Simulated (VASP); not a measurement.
# Cu2H3 (P4/mmm) in VASP: further runs, part 2 of 2

VASP 6.6.1.

## 5. Relaxation of cell and atoms, PBE

INCAR

```
PREC = Accurate
ENCUT = 600
EDIFF = 1E-7
ISMEAR = 0
SIGMA = 0.1
LREAL = False
LASPH = True
NELM = 80
ALGO = Normal
ISIF = 3
LWAVE = False
LCHARG = False
GGA = PE
IBRION = 2
NSW = 90
EDIFFG = -0.04
```

KPOINTS

```
Automatic mesh
0
Gamma
  6 6 4
```

POSCAR

```
Cu2H3
1.0
    3.6026154000      0.0000000000      0.0000000000
    0.0000000000      3.6026154000      0.0000000000
    0.0000000000      0.0000000000      4.6011904200
Cu H
2 3
Direct
    0.0000000000      0.5000000000      0.5000000000
    0.5000000000      0.0000000000      0.5000000000
    0.0000000000      0.5000000000      0.0000000000
    0.5000000000      0.0000000000      0.0000000000
    0.5000000000      0.5000000000      0.5000000000
```

Potentials or basis: VASP PAW PBE potentials, release 64 (Cu, H).

Launch:

```sh
> cat potpaw_PBE.64/Cu/POTCAR potpaw_PBE.64/H/POTCAR > POTCAR
> mpirun -np 1 vasp_std > vasp.out
```

OUTCAR:

```text
PREC = Accurate
   ENCUT = 600
   EDIFF = 1E-7
   ISMEAR = 0
   LREAL = False
   LASPH = True
   NELM = 80
   ISIF = 3
   GGA = PE
   IBRION = 2
   NSW = 90
   EDIFFG = -0.04

 ion  position               nearest neighbor table
   1  0.000  0.500  0.500-   5 1.80   5 1.80   2 2.55   2 2.55   2 2.55   2 2.55
   2  0.500  0.000  0.500-   5 1.80   5 1.80   1 2.55   1 2.55   1 2.55   1 2.55
   3  0.000  0.500  0.000-
   4  0.500  0.000  0.000-
   5  0.500  0.500  0.500-   1 1.80   2 1.80   2 1.80   1 1.80

  LATTYP: Found a simple tetragonal cell.
 ALAT       =     3.6026154000
 C/A-ratio  =     1.2771805783

  Lattice vectors:

 A1 = (   3.6026154000,   0.0000000000,   0.0000000000)
 A2 = (   0.0000000000,   3.6026154000,   0.0000000000)
 A3 = (   0.0000000000,   0.0000000000,   4.6011904200)

Analysis of symmetry for initial positions (statically):
=====================================================================
 Subroutine PRICEL returns:
 Original cell was already a primitive cell.

 Routine SETGRP: Setting up the symmetry group for a
 simple tetragonal supercell.

 Subroutine GETGRP returns: Found 16 space group operations
 (whereof 16 operations were pure point group operations)
 out of a pool of 16 trial point group operations.

The static configuration has the point symmetry D_4h.

Analysis of symmetry for dynamics (positions and initial velocities):
=====================================================================
 Subroutine PRICEL returns:
 Original cell was already a primitive cell.

 Routine SETGRP: Setting up the symmetry group for a
 simple tetragonal supercell.

 Subroutine GETGRP returns: Found 16 space group operations
 (whereof 16 operations were pure point group operations)
 out of a pool of 16 trial point group operations.

The dynamic configuration has the point symmetry D_4h.

 Subroutine INISYM returns: Found 16 space group operations
 (whereof 16 operations are pure point group operations),
 and found     1 'primitive' translations
[... 103 lines left out ...]
   EDIFFG = -.4E-01   stopping-criterion for IOM
   NSW    =     90    number of steps for IOM
   IBRION =      2    ionic relax: 0-MD 1-quasi-New 2-CG
   NFREE  =      1    steps in history (QN), initial steepest desc. (CG)
   ISIF   =      3    stress and relaxation
   ISYM   =      2    0-nonsym 1-usesym 2-fastsym
   POTIM  = 0.5000    time-step for ionic-motion
   TEBEG  =    0.0;   TEEND  =   0.0 temperature during run
   PSTRESS=    0.0 pullay stress
   NELECT =      25.0000    total number of electrons
   NUPDOWN=      -1.0000    fix difference up-down
   EMIN   =  10.00;   EMAX   =-10.00  energy-range for DOS
   EFERMI =   0.00;   METHOD = LEGACY
   ISMEAR =     0;   SIGMA  =   0.10  broadening in eV -4-tet -1-fermi 0-gaus
   EFERMI_NEDOS =   21; number of points for ismear=-14 and -15
   IALGO  =     38    algorithm
   IMIX   =      4    mixing-type and parameters
     AMIX     =   0.40;   BMIX     =  1.00
     AMIX_MAG =   1.60;   BMIX_MAG =  1.00
  volume/ion in A,a.u.               =      11.94        80.60
  Fermi-wavevector in a.u.,A,eV,Ry     =   1.224671  2.314293 20.406283  1.499819
  Thomas-Fermi vector in A             =   2.359737
   LORBIT       =      0    0 simple, 1 ext, 2 COOP (PROOUT), +10 PAW based schemes
   GGA     = PE    functional components
   LHFCALC =     F    Hartree Fock is set to
   AEXX    =    0.0000 exact exchange contribution
   IVDW    =     0    specifies the selected vdW correction
   LEPSILON=     F    determine dielectric tensor
   LRPA    =     F    only Hartree local field effects (RPA)
 conjugate gradient relaxation of ions
 non-spin polarized calculation
 Gauss-broadening in eV      SIGMA  =   0.10
  energy-cutoff  :      600.00
  volume of cell :       59.72
 maximum number of plane-waves:      2016
 NGX is ok and might be reduce to    30
   NGX = 15   NGY = 15   NGZ = 19

--------------------------------------- Ionic step        1  -------------------------------------------

 number of electron      24.9999979 magnetization

 Free energy of the ion-electron system (eV)
  ---------------------------------------------------
  ext. energy  EPLUGINS =         0.00000000
  ---------------------------------------------------
  free energy    TOTEN  =       -13.11282987 eV

  energy without entropy =      -13.09855825  energy(sigma->0) =      -13.10569406

------------------------ aborting loop because EDIFF is reached ----------------------------------------

  FORCE on cell =-STRESS in cart. coord.  units (eV):
  Direction    XX          YY          ZZ          XY          YZ          ZX
  --------------------------------------------------------------------------------------
  -------------------------------------------------------------------------------------
  Total       -1.9098687     -1.9098687     -8.8809739      0.0000000      0.0000000      0.0000000
  in kB      -51.2398769    -51.2398769   -238.2676975      0.0000000      0.0000000      0.0000000
  external PRESSURE =    -113.5824838 kB  Pullay stress =       0.0000000 kB
[... 1229 lines left out ...]
--------------------------------------- Ionic step        9  -------------------------------------------

 number of electron      25.0000028 magnetization

 Free energy of the ion-electron system (eV)
  ---------------------------------------------------
  ext. energy  EPLUGINS =         0.00000000
  ---------------------------------------------------
  free energy    TOTEN  =       -15.65176886 eV

  energy without entropy =      -15.64463993  energy(sigma->0) =      -15.64820440

 E-fermi :   3.4919     XC(G=0): -10.4199

 val. band max:        3.2429695803   @ k =   0.1667   0.1667   0.0000
 cond. band min:       3.5490703213   @ k =   0.3333   0.1667   0.2500
 fundamental gap:      0.3061007410
 Fermi energy:         3.4918718922
[... 488 lines left out ...]
  FREE ENERGIE OF THE ION-ELECTRON SYSTEM (eV)
  ---------------------------------------------------
  free  energy   TOTEN  =       -15.6517688641 eV

  energy  without entropy=      -15.6446399303  energy(sigma->0) =      -15.64820440

 reached required accuracy - stopping structural energy minimisation
```

CONTCAR:

```text
Cu2H3
   1.00000000000000
     3.7092666174628808    0.0000000000000000    0.0000000000000000
    -0.0000000000000000    3.7092666174628808   -0.0000000000000000
     0.0000000000000000    0.0000000000000000    3.1624863970641366
  Cu              H
     2     3
Direct
     0.0000000000000000    0.5000000000000000    0.5000000000000000
     0.5000000000000000    0.0000000000000000    0.5000000000000000
     0.0000000000000000    0.5000000000000000    0.0000000000000000
     0.5000000000000000    0.0000000000000000    0.0000000000000000
     0.5000000000000000    0.5000000000000000    0.5000000000000000

  0.00000000E+00  0.00000000E+00  0.00000000E+00
  0.00000000E+00  0.00000000E+00  0.00000000E+00
  0.00000000E+00  0.00000000E+00  0.00000000E+00
  0.00000000E+00  0.00000000E+00  0.00000000E+00
  0.00000000E+00  0.00000000E+00  0.00000000E+00
```

It took 2.3 min on 1 thread of Intel Xeon 6975P-C (Granite Rapids), shared host; peak memory 0.21 GiB.

Results:

- Free energy: -15.6518 eV
- Relaxed volume: 8.70 Å³/atom
- Relaxed cell: a = 3.709 Å, b = 3.709 Å, c = 3.162 Å, α = 90.00°, β = 90.00°, γ = 90.00°
- Space group after relaxing (to 0.1 Å): P4/mmm (No. 123)
- Energy gained by relaxing: 507.8 meV/atom
- Ionic steps: 9
- Pressure after relaxing: 0.2 GPa
- Band gap on the k mesh: zero (an odd number of electrons rules out a gap without spin polarisation)

Stress tensor (GPa, compression positive):
```
 0.45  0.00  0.00
 0.00  0.45  0.00
 0.00  0.00 -0.20
```

The path:
```
step  energy change (eV)  largest force (eV/Å)  pressure (GPa)  volume (Å³)
   1              0.0000                0.0000          -11.36        59.72
   2             -0.8456                0.0000           -9.72        52.61
   3             -1.6874                0.0000           33.96        33.68
   4             -1.8639                0.0000           -0.53        42.96
   5             -2.0429                0.0000           16.26        36.90
   6             -2.0665                0.0000            8.42        39.13
   7             -2.4140                0.0000            9.71        39.26
   8             -2.4130                0.0000           10.14        39.25
   9             -2.5389                0.0000            0.23        43.51
```

Final structure:
```
Cu H
1.0
     3.70927    0.00000    0.00000
     0.00000    3.70927    0.00000
     0.00000    0.00000    3.16249
Cu H
2 3
Direct
  0.00000 0.50000 0.50000
  0.50000 0.00000 0.50000
  0.00000 0.50000 0.00000
  0.50000 0.00000 0.00000
  0.50000 0.50000 0.50000
```

Levels at points of the mesh, in eV from the Fermi level:
```
           k point  band 11  band 12  band 13  band 14  band 15  band 16
(0.00, 0.00, 0.00)    -2.05     1.19     2.93     2.93     3.09     6.85
(0.50, 0.00, 0.00)    -2.90    -2.71     2.25     5.57     6.27     7.07
(0.50, 0.50, 0.00)    -2.59    -0.92    -0.92    -0.83     9.47    10.84
(0.00, 0.00, 0.50)    -2.44    -2.05    -1.62     5.40     5.40     5.57
(0.50, 0.00, 0.50)    -2.67    -2.59    -2.11    -0.88     7.36     8.50
(0.50, 0.50, 0.50)    -2.77    -2.77    -2.72     1.77     2.54     2.54
```

Caveat: the volume moved by over 15 % at a fixed basis, so the end points are rough.

## 6. Relaxation of cell and atoms, PBE

This run uses another cell than the first one, of 8.51 Å³/atom.

INCAR

```
ALGO = Normal ; EDIFF = 1E-6
EDIFFG = -0.01 ; ENCUT = 600
GGA = PE ; IBRION = 2
ISIF = 3 ; ISMEAR = 0
LASPH = T ; LCHARG = F
LREAL = F ; LWAVE = F
NELM = 100 ; NSW = 100
PREC = Accurate ; SIGMA = 0.1
```

KPOINTS

```
k-points
0
Gamma
  10 10 12
```

POSCAR, as its differences from that of step 5:

```diff
@@ -2,5 +2,5 @@
 1.0
-    3.6026154000      0.0000000000      0.0000000000
-    0.0000000000      3.6026154000      0.0000000000
-    0.0000000000      0.0000000000      4.6011904200
+    3.6391630171      0.0000000000      0.0000000000
+    0.0000000000      3.6391630171      0.0000000000
+    0.0000000000      0.0000000000      3.2142274001
 Cu H
```

Potentials or basis: VASP PAW PBE potentials, release 64 (Cu, H).

Launch:

```sh
> cat potpaw_PBE.64/Cu/POTCAR potpaw_PBE.64/H/POTCAR > POTCAR
> mpirun -np 1 vasp_std > vasp.out
```

Run time: 2.6 min. Hardware: 1 thread of Intel Xeon 6975P-C (Granite Rapids), shared host; peak memory 0.25 GiB.

It converged, with:

| Quantity | Value |
| --- | --- |
| Free energy | -15.6926 eV |
| Relaxed volume | 8.63 Å³/atom |
| Relaxed cell | a = 3.679 Å, b = 3.679 Å, c = 3.187 Å, α = 90.00°, β = 90.00°, γ = 90.00° |
| Space group after relaxing (to 0.1 Å) | P4/mmm (No. 123) |
| Energy gained by relaxing | 1.6 meV/atom |
| Ionic steps | 6 |
| Pressure after relaxing | 0.1 GPa |
| Band gap on the k mesh | zero (an odd number of electrons rules out a gap without spin polarisation) |

The path:
| step | energy change (eV) | largest force (eV/Å) | pressure (GPa) | volume (Å³) |
| --- | --- | --- | --- | --- |
| 1 | 0.0000 | 0.0000 | 0.54 | 42.57 |
| 2 | -0.0056 | 0.0000 | 0.57 | 42.74 |
| 3 | -0.0074 | 0.0000 | 0.57 | 42.90 |
| 4 | -0.0074 | 0.0000 | 0.43 | 42.91 |
| 5 | -0.0079 | 0.0000 | 0.18 | 43.10 |
| 6 | -0.0079 | 0.0000 | 0.12 | 43.14 |

Final structure:
```xyz
5
Lattice="3.6792 0.0000 0.0000 0.0000 3.6792 0.0000 0.0000 0.0000 3.1871" Properties=species:S:1:pos:R:3 pbc="T T T"
Cu    0.0000    1.8396    1.5936
Cu    1.8396    0.0000    1.5936
H     0.0000    1.8396    0.0000
H     1.8396    0.0000    0.0000
H     1.8396    1.8396    1.5936
```

Levels at points of the mesh, in eV from the Fermi level:
```csv
k point,band 9,band 10,band 11,band 12,band 13,band 14,band 15,band 16
"(0.00, 0.00, 0.00)",-2.31,-2.09,-1.66,1.66,3.41,3.41,3.57,6.98
"(0.50, 0.00, 0.00)",-2.64,-2.63,-2.55,-2.36,2.73,6.00,6.83,7.62
"(0.50, 0.50, 0.00)",-2.62,-2.30,-2.21,-0.50,-0.50,-0.48,9.84,11.15
"(0.00, 0.00, 0.50)",-2.46,-2.24,-2.07,-1.66,-1.08,5.79,5.79,6.06
"(0.50, 0.00, 0.50)",-2.81,-2.63,-2.22,-2.17,-1.72,-0.58,7.87,9.02
"(0.50, 0.50, 0.50)",-2.60,-2.42,-2.40,-2.40,-2.33,2.04,2.96,2.96
```

## 7. Summary

| task | cell | k mesh | cutoff (eV) | gap on the mesh (eV) | pressure (GPa) | relaxed volume (Å³/atom) |
| --- | --- | --- | --- | --- | --- | --- |
| single point | a = 3.603, b = 3.603, c = 4.601 Å, 5 atoms | 6 × 6 × 4 | 520 | none | -11.4 | - |
| single point | a = 3.674, b = 3.674, c = 3.185 Å, 5 atoms | 10 × 10 × 12 | 520 | none | 0.3 | - |
| relaxation of cell and atoms | relaxed from a = 3.714, b = 3.714, c = 3.155 Å, 5 atoms | 6 × 6 × 6 | 600 | none | -0.5 | 8.62 |
| relaxation of cell and atoms | relaxed from a = 3.603, b = 3.603, c = 4.601 Å, 5 atoms | 6 × 6 × 4 | 600 | none | 0.2 | 8.70 |
| relaxation of cell and atoms | relaxed from a = 3.639, b = 3.639, c = 3.214 Å, 5 atoms | 10 × 10 × 12 | 600 | none | 0.1 | 8.63 |

Alike in all rows: level PBE; potentials or basis VASP PAW PBE potentials, release 64 (Cu, H); no spin polarisation; smearing gaussian 0.1 eV.

Caveats: the stress differs along the axes, from -24 to -5 GPa (at least some runs); the volume moved by over 15 % at a fixed basis, so the end points are rough (at least some runs).

Absolute energies hang on the potentials; compare differences alone.

The gap in the log of VASP goes by the Fermi energy; the results here count the filled bands.